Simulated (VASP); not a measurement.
Crystal: HfC.

```xyz
2
Lattice="0.0000 2.3250 2.3250 2.3250 0.0000 2.3250 2.3250 2.3250 0.0000" Properties=species:S:1:pos:R:3 pbc="T T T"
Hf    2.3174    2.2719    2.3181
C     0.0297   -0.0376    0.0215
```

Program: VASP 6.6.1. Alike in all runs: task single point; potentials or basis VASP PAW PBE potentials, release 64 (Hf_pv, C); no spin polarisation; cell as given; cutoff (eV) 520.

**Question.** Order these runs on this cell by their pressure, lowest first.
A. level PBE+U; U Hf d U = 3.5 eV; k mesh 7 × 7 × 7; smearing methfessel-paxton 0.1 eV
B. level PBEsol; k mesh 6 × 6 × 6; smearing fermi-dirac 0.05 eV
C. level PBE; k mesh 7 × 7 × 7; smearing methfessel-paxton 0.05 eV

**Answer.** B (-6.8 GPa), C (-0.3 GPa), A (12.4 GPa).

Caveats: some runs use coarse meshes; U without spin polarisation on a metal has little footing (some runs); the U is typed as a test and isn't derived for this compound (some runs); the PAW data sets were made with another functional, which shifts forces and pressure a little (some runs).
